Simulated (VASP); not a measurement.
Input of a VASP 6.6.1 run:

Contents of INCAR:

```
ALGO = Normal ; EDIFF = 1E-6
ENCUT = 520 ; ISIF = 2
ISMEAR = 0 ; LASPH = True
LCHARG = True ; LELF = True
LREAL = False ; LVHAR = True
LWAVE = False ; NBANDS = 11
NELM = 100 ; PREC = Accurate
SIGMA = 0.02
```

Contents of KPOINTS:

```
k-points
0
Gamma
  8 8 8
```

Contents of POSCAR:

```
MgO
1.0
    0.0000000000      2.0803529509      2.0803529509
    2.0803529509      0.0000000000      2.0803529509
    2.0803529509      2.0803529509      0.0000000000
Mg O
1 1
Direct
    0.0000000000      0.0000000000      0.0000000000
    0.5000000000      0.5000000000      0.5000000000
```

Potentials or basis: VASP PAW LDA potentials, release 64 (Mg, O).

Command:

```bash
$ cat potpaw_LDA.64/Mg/POTCAR potpaw_LDA.64/O/POTCAR > POTCAR
$ mpirun -np 1 vasp_std > vasp.out
```

Problem. What does it give for the pressure?

Solution. -1.9 GPa.

Problem. What does it give for the band gap on the k mesh?

Solution. 5.02 eV, direct.

**Measured values to compare with.**

From “Electronic structure of alkaline earth and post-transition metal oxides”, 2009, arxiv:0908.1581, for a bulk crystal of MgO: band gap 7.83 eV.

Against the measured gap of MgO, 7.83 eV (quoted in “Electronic structure of alkaline earth and post-transition metal oxides”, 2009, arxiv:0908.1581), the calculated 5.02 eV is off by -2.81 eV. The value is that of LDA, without temperature or zero-point motion. Semilocal functionals fall short of measured gaps as a rule.
